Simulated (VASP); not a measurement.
A run of VASP 6.6.1 is set up as follows.

Contents of INCAR:

```
PREC = Accurate
ENCUT = 520
EDIFF = 1E-6
ISMEAR = 0
SIGMA = 0.05
LREAL = Auto
LASPH = T
NELM = 80
ALGO = Normal
ISIF = 2
LWAVE = F
LCHARG = F
GGA = PE
NBANDS = 84
```

KPOINTS

```
regular mesh
0
Gamma
  1 1 4
```

POSCAR

```
GaH3N
1.0
   15.2000000000      0.0000000000      0.0000000000
    0.0000000000     15.1000000000      0.0000000000
    0.0000000000      0.0000000000      7.8781932339
Ga N H
6 6 18
Direct
    0.5440250980      0.6064986397      0.0000000000
    0.5440250980      0.3935013603      0.0000000000
    0.4218601011      0.6064986397      0.3333333333
    0.3607776027      0.5000000000      0.0000000000
    0.6051075965      0.5000000000      0.3333333333
    0.4829425996      0.5000000000      0.6666666667
    0.5440250980      0.6064986397      0.2500000000
    0.5440250980      0.3935013603      0.2500000000
    0.4218601011      0.6064986397      0.5833333333
    0.3607776027      0.5000000000      0.2500000000
    0.6051075965      0.5000000000      0.5833333333
    0.4829425996      0.5000000000      0.9166666667
    0.6414073477      0.6064986397      0.9335719095
    0.4953339732      0.6913926551      0.9335719095
    0.5756588225      0.6616527134      0.2931571034
    0.6414073477      0.3935013603      0.9335719095
    0.4953339732      0.3086073449      0.9335719095
    0.3731689763      0.6913926551      0.2669052428
    0.4807576492      0.3935013603      0.2931571034
    0.5756588225      0.3383472866      0.2931571034
    0.3585926523      0.6064986397      0.6264904367
    0.4534938255      0.6616527134      0.6264904367
    0.3120864778      0.5848940154      0.9335719095
    0.3120864778      0.4151059846      0.9335719095
    0.7024898462      0.5000000000      0.2669052428
    0.3924113271      0.4448459263      0.2931571034
    0.2975101538      0.5000000000      0.2931571034
    0.6367413209      0.4448459263      0.6264904367
    0.6367413209      0.5551540737      0.6264904367
    0.4342514747      0.4151059846      0.6002385761
```

Potentials or basis: VASP PAW PBE potentials, release 64 (Ga_d, N, H).

The run is started by

```bash
$ cat potpaw_PBE.64/Ga_d/POTCAR potpaw_PBE.64/N/POTCAR potpaw_PBE.64/H/POTCAR > POTCAR
$ mpirun -np 1 vasp_std > vasp.out
```

Problem. Predict the largest force.

Solution. 1.973 eV/Å.

Problem. Predict the band gap on the k mesh.

Solution. 3.75 eV, direct.

Forces on the atoms (eV/Å):
```
Ga   0.277  0.489 -1.142
Ga   0.081 -0.578 -1.794
Ga  -0.293  1.527 -0.719
Ga  -0.550 -0.216 -1.794
Ga   1.460  0.515 -0.718
Ga  -0.528 -0.912  1.668
N   -0.742 -1.295  0.915
N   -0.062  0.732  0.523
N    0.584 -0.390 -0.291
N    0.668  0.310  0.522
N   -0.625  0.310 -0.293
N    0.119  0.197  0.628
H    0.337 -0.142  0.026
H   -0.289  0.217  0.027
H    0.064  0.112 -0.010
H    0.310  0.161  0.162
H   -0.249 -0.141  0.219
H   -0.080 -0.130  0.095
H    0.306 -0.676  0.237
H   -0.178 -0.136  0.078
H   -0.001  0.172  0.334
H   -0.272  0.234  0.261
H   -0.013  0.347  0.163
H    0.004 -0.287  0.219
H   -0.069 -0.135  0.095
H   -0.740 -0.073  0.237
H   -0.030 -0.222  0.078
H    0.149  0.085  0.335
H    0.337 -0.118  0.261
H    0.025  0.042 -0.320
```
